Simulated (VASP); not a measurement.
# Ca2CdClO3 (P6_3/mmc) in VASP: single point with PBE

Aim: the single point of Ca2CdClO3 with PBE.

All numbers are computed with VASP 6.6.1; they aren't measurements. Logs are shortened: lines on timing, memory, paths and dates and some standing lists are left out, and cuts for length are marked.

## Step 1: The cell of the first run

It takes space group P6_3/mmc (No. 194, hexagonal). The conventional cell has a = 3.912 Å, b = 3.912 Å, c = 18.385 Å, α = 90.00°, β = 90.00°, γ = 120.00°. Cd (site symmetry -6m2) has 5 O at 2.09 to 2.26 Å within 2.8 Å. Within 3.1 Å of Ca (site symmetry 3m) lie 4 O at 2.30 to 2.54 Å and 3 Cl at 3.05 Å. Within 4.0 Å of Cl (site symmetry -3m) lie 6 Ca at 3.05 Å and 6 O at 3.37 Å and 6 Cl at 3.91 Å. Within 2.8 Å of O (site symmetry 3m) lie 1 Cd at 2.09 Å and 3 Ca at 2.30 Å. Within 3.1 Å of O (site symmetry -6m2) lie 3 Cd at 2.26 Å and 2 Ca at 2.54 Å and 6 O at 3.08 Å.

## Step 2: Single point, PBE

Input file INCAR:

```
ALGO = Normal ; EDIFF = 1E-7
ENCUT = 520 ; GGA = PE
ISIF = 2 ; ISMEAR = 1
LASPH = T ; LCHARG = T
LELF = T ; LREAL = F
LVHAR = T ; LWAVE = F
NBANDS = 70 ; NELM = 60
PREC = Accurate ; SIGMA = 0.069
```

Input file KPOINTS:

```
k-points
0
Gamma
  8 8 2
```

Input file POSCAR:

```
Ca2CdClO3
1.0
    3.9122729761      0.0000000000      0.0000000000
   -1.9561364881      3.3881277838      0.0000000000
    0.0000000000      0.0000000000     18.3850244125
Cd Ca Cl O
2 4 2 6
Direct
    0.6666666667      0.3333333333      0.7500000000
    0.3333333333      0.6666666667      0.2500000000
    0.3333333333      0.6666666667      0.6118379098
    0.6666666667      0.3333333333      0.1118379098
    0.3333333333      0.6666666667      0.8881620902
    0.6666666667      0.3333333333      0.3881620902
    0.0000000000      0.0000000000      0.5000000000
    0.0000000000      0.0000000000      0.0000000000
    0.6666666667      0.3333333333      0.6362566651
    0.3333333333      0.6666666667      0.1362566651
    0.6666666667      0.3333333333      0.8637433349
    0.3333333333      0.6666666667      0.3637433349
    0.3333333333      0.6666666667      0.7500000000
    0.6666666667      0.3333333333      0.2500000000
```

Potentials or basis: VASP PAW PBE potentials, release 64 (Cd, Ca_sv, Cl, O).

Started as:

```sh
$ cat potpaw_PBE.64/Cd/POTCAR potpaw_PBE.64/Ca_sv/POTCAR potpaw_PBE.64/Cl/POTCAR potpaw_PBE.64/O/POTCAR > POTCAR
$ mpirun -np 1 vasp_std > vasp.out
```

OUTCAR:

```text
EDIFF = 1E-7
   ENCUT = 520
   GGA = PE
   ISIF = 2
   ISMEAR = 1
   LASPH = T
   LREAL = F
   NELM = 60
   PREC = Accurate

 ion  position               nearest neighbor table
   1  0.667  0.333  0.750-   9 2.09  11 2.09  13 2.26  13 2.26  13 2.26   5 3.40   3 3.40   5 3.40
                             3 3.40   3 3.40   5 3.40
   2  0.333  0.667  0.250-  10 2.09  12 2.09  14 2.26  14 2.26  14 2.26   6 3.40   4 3.40   6 3.40
                             4 3.40   4 3.40   6 3.40
   3  0.333  0.667  0.612-   9 2.30   9 2.30   9 2.30  13 2.54   1 3.40   1 3.40   1 3.40
   4  0.667  0.333  0.112-  10 2.30  10 2.30  10 2.30  14 2.54   2 3.40   2 3.40   2 3.40
   5  0.333  0.667  0.888-  11 2.30  11 2.30  11 2.30  13 2.54   1 3.40   1 3.40   1 3.40
   6  0.667  0.333  0.388-  12 2.30  12 2.30  12 2.30  14 2.54   2 3.40   2 3.40   2 3.40
   7  0.000  0.000  0.500-
   8  0.000  0.000  0.000-
   9  0.667  0.333  0.636-   1 2.09   3 2.30   3 2.30   3 2.30
  10  0.333  0.667  0.136-   2 2.09   4 2.30   4 2.30   4 2.30
  11  0.667  0.333  0.864-   1 2.09   5 2.30   5 2.30   5 2.30
  12  0.333  0.667  0.364-   2 2.09   6 2.30   6 2.30   6 2.30
  13  0.333  0.667  0.750-   1 2.26   1 2.26   1 2.26   5 2.54   3 2.54
  14  0.667  0.333  0.250-   2 2.26   2 2.26   2 2.26   6 2.54   4 2.54

  LATTYP: Found a hexagonal cell.
 ALAT       =     3.9122729761
 C/A-ratio  =     4.6993204525

  Lattice vectors:

 A1 = (   3.9122729761,   0.0000000000,   0.0000000000)
 A2 = (  -1.9561364881,   3.3881277838,   0.0000000000)
 A3 = (   0.0000000000,   0.0000000000,  18.3850244125)

Analysis of symmetry for initial positions (statically):
=====================================================================
 Subroutine PRICEL returns:
 Original cell was already a primitive cell.

 Routine SETGRP: Setting up the symmetry group for a
 hexagonal supercell.

 Subroutine GETGRP returns: Found 24 space group operations
 (whereof 12 operations were pure point group operations)
 out of a pool of 24 trial point group operations.

The static configuration has the point symmetry D_3d.
 The point group associated with its full space group is D_6h.

Analysis of symmetry for dynamics (positions and initial velocities):
=====================================================================
 Subroutine PRICEL returns:
 Original cell was already a primitive cell.

 Routine SETGRP: Setting up the symmetry group for a
 hexagonal supercell.

 Subroutine GETGRP returns: Found 24 space group operations
 (whereof 12 operations were pure point group operations)
[... 138 lines left out ...]
   EFERMI_NEDOS =   21; number of points for ismear=-14 and -15
   IALGO  =     38    algorithm
   IMIX   =      4    mixing-type and parameters
     AMIX     =   0.40;   BMIX     =  1.00
     AMIX_MAG =   1.60;   BMIX_MAG =  1.00
  volume/ion in A,a.u.               =      17.41       117.47
  Fermi-wavevector in a.u.,A,eV,Ry     =   1.270843  2.401546 21.973996  1.615043
  Thomas-Fermi vector in A             =   2.403809
   LORBIT       =      0    0 simple, 1 ext, 2 COOP (PROOUT), +10 PAW based schemes
   GGA     = PE    functional components
   LHFCALC =     F    Hartree Fock is set to
   AEXX    =    0.0000 exact exchange contribution
   IVDW    =     0    specifies the selected vdW correction
   LEPSILON=     F    determine dielectric tensor
   LRPA    =     F    only Hartree local field effects (RPA)
 non-spin polarized calculation
 Methfessel and Paxton  Order N= 1 SIGMA  =   0.07
  energy-cutoff  :      520.00
  volume of cell :      243.70
 maximum number of plane-waves:      6603
 NGX is ok and might be reduce to    30
   NGX = 15   NGY = 15   NGZ = 69

 number of electron     113.9999958 magnetization

 Free energy of the ion-electron system (eV)
  ---------------------------------------------------
  ext. energy  EPLUGINS =         0.00000000
  ---------------------------------------------------
  free energy    TOTEN  =       -70.87804789 eV

  energy without entropy =      -70.87109369  energy(sigma->0) =      -70.87572982

 E-fermi :   1.3668     XC(G=0):  -9.5386

 val. band max:        1.3603466383   @ k =   0.2500   0.1250   0.0000
 cond. band min:       1.3676402458   @ k =   0.3750  -0.0000   0.0000
 fundamental gap:      0.0072936075
 Fermi energy:         1.3667813228

 k-point     1 :       0.0000    0.0000    0.0000
  band No.  band energies     occupation
      1     -36.9315      2.00000
      2     -36.9313      2.00000
      3     -36.9308      2.00000
      4     -36.9305      2.00000
      5     -18.1821      2.00000
      6     -18.1514      2.00000
[... 1429 lines left out ...]
     68       8.0775      0.00000
     69       8.2149      0.00000
 [bands above 69 left out]

------------------------ aborting loop because EDIFF is reached ----------------------------------------

  FORCE on cell =-STRESS in cart. coord.  units (eV):
  Direction    XX          YY          ZZ          XY          YZ          ZX
  --------------------------------------------------------------------------------------
  -------------------------------------------------------------------------------------
  Total        0.8709070      0.8709070      1.6478574     -0.0000000     -0.0000000      0.0000000
  in kB        5.7257085      5.7257085     10.8337067     -0.0000000     -0.0000000      0.0000000
  external PRESSURE =       7.4283746 kB  Pullay stress =       0.0000000 kB

 VOLUME and BASIS-vectors are now :
 -----------------------------------------------------------------------------
  energy-cutoff  :      520.00
  volume of cell :      243.70
      direct lattice vectors                 reciprocal lattice vectors
     3.912272976  0.000000000  0.000000000     0.255605886  0.147574127  0.000000000
    -1.956136488  3.388127784  0.000000000     0.000000000  0.295148254  0.000000000
     0.000000000  0.000000000 18.385024413     0.000000000  0.000000000  0.054392095

 POSITION                                       TOTAL-FORCE (eV/Angst)
 -----------------------------------------------------------------------------------
      1.95614      1.12938     13.78877         0.000000      0.000000     -0.000000
     -0.00000      2.25875      4.59626        -0.000000      0.000000     -0.000000
     -0.00000      2.25875     11.24865        -0.000000      0.000000     -0.036401
      1.95614      1.12938      2.05614        -0.000000      0.000000     -0.036401
     -0.00000      2.25875     16.32888         0.000000      0.000000      0.036401
      1.95614      1.12938      7.13637         0.000000     -0.000000      0.036401
      0.00000      0.00000      9.19251         0.000000      0.000000     -0.000000
      0.00000      0.00000      0.00000         0.000000      0.000000     -0.000000
      1.95614      1.12938     11.69759        -0.000000     -0.000000     -0.153937
     -0.00000      2.25875      2.50508        -0.000000      0.000000     -0.153937
      1.95614      1.12938     15.87994         0.000000     -0.000000      0.153937
     -0.00000      2.25875      6.68743        -0.000000      0.000000      0.153937
     -0.00000      2.25875     13.78877         0.000000     -0.000000     -0.000000
      1.95614      1.12938      4.59626        -0.000000      0.000000     -0.000000
 -----------------------------------------------------------------------------------
    total drift:                               -0.000000     -0.000000     -0.000000

  FREE ENERGIE OF THE ION-ELECTRON SYSTEM (eV)
  ---------------------------------------------------
  free  energy   TOTEN  =       -70.8780478914 eV

  energy  without entropy=      -70.8710936867  energy(sigma->0) =      -70.87572982
```

OSZICAR:

```text
N       E                     dE             d eps       ncg     rms          rms(c)
DAV:   1     0.117454810459E+04    0.11745E+04   -0.57886E+04  2800   0.159E+03
DAV:   2     0.281052180511E+02   -0.11464E+04   -0.11099E+04  3392   0.453E+02
DAV:   3    -0.792844149502E+02   -0.10739E+03   -0.10600E+03  3476   0.135E+02
DAV:   4    -0.836371381726E+02   -0.43527E+01   -0.43408E+01  4472   0.255E+01
DAV:   5    -0.838515751577E+02   -0.21444E+00   -0.21438E+00  4434   0.406E+00    0.246E+01
DAV:   6    -0.711085793981E+02    0.12743E+02   -0.72175E+01  4168   0.608E+01    0.193E+01
DAV:   7    -0.711997604714E+02   -0.91181E-01   -0.98256E+00  3288   0.145E+01    0.109E+01
DAV:   8    -0.710201525920E+02    0.17961E+00   -0.36048E+00  3496   0.732E+00    0.461E+00
DAV:   9    -0.708748489671E+02    0.14530E+00   -0.61839E-01  3744   0.390E+00    0.137E+00
DAV:  10    -0.708727900240E+02    0.20589E-02   -0.15316E-01  3384   0.137E+00    0.629E-01
DAV:  11    -0.708773703088E+02   -0.45803E-02   -0.52570E-02  3640   0.824E-01    0.385E-01
DAV:  12    -0.708775099533E+02   -0.13964E-03   -0.49852E-03  3584   0.292E-01    0.212E-01
DAV:  13    -0.708776367953E+02   -0.12684E-03   -0.37752E-03  3360   0.218E-01    0.727E-02
DAV:  14    -0.708780006550E+02   -0.36386E-03   -0.58680E-04  3192   0.102E-01    0.178E-02
DAV:  15    -0.708780412910E+02   -0.40636E-04   -0.62018E-05  3392   0.311E-02    0.942E-03
DAV:  16    -0.708780474615E+02   -0.61705E-05   -0.12791E-05  3608   0.122E-02    0.523E-03
DAV:  17    -0.708780479093E+02   -0.44776E-06   -0.26928E-06  3448   0.595E-03    0.222E-03
DAV:  18    -0.708780478914E+02    0.17888E-07   -0.32680E-07  2688   0.261E-03
   1 F= -.70878048E+02 E0= -.70875730E+02  d E =-.695420E-02
```

stdout:

```text
POSCAR found type information on POSCAR CdCaClO
 POSCAR found :  4 types and      14 ions
 scaLAPACK will be used
 LDA part: xc-table for (Slater+PW92), standard interpolation
 POSCAR, INCAR and KPOINTS ok, starting setup
 FFT: planning ... GRIDC
 FFT: planning ... GRID_SOFT
 FFT: planning ... GRID
 WAVECAR not read
 entering main loop
```

Run time: 15 min. Hardware: 1 thread of Intel Xeon 8259CL, shared host; peak memory 0.53 GiB.

What came out:

```
Free energy            : -70.8780 eV
Pressure               : 0.7 GPa
Largest force          : 0.154 eV/Å
Band gap on the k mesh : zero (bands 57 and 58 overlap by 0.79 eV)
```

Forces on the atoms (eV/Å):
```
Cd   0.000  0.000  0.000
Cd   0.000  0.000  0.000
Ca   0.000  0.000 -0.036
Ca   0.000  0.000 -0.036
Ca   0.000  0.000  0.036
Ca   0.000  0.000  0.036
Cl   0.000  0.000  0.000
Cl   0.000  0.000  0.000
O    0.000  0.000 -0.154
O    0.000  0.000 -0.154
O    0.000  0.000  0.154
O    0.000  0.000  0.154
O    0.000  0.000  0.000
O    0.000  0.000  0.000
```

Stress tensor (GPa, compression positive):
```
0.57 0.00 0.00
0.00 0.57 0.00
0.00 0.00 1.08
```
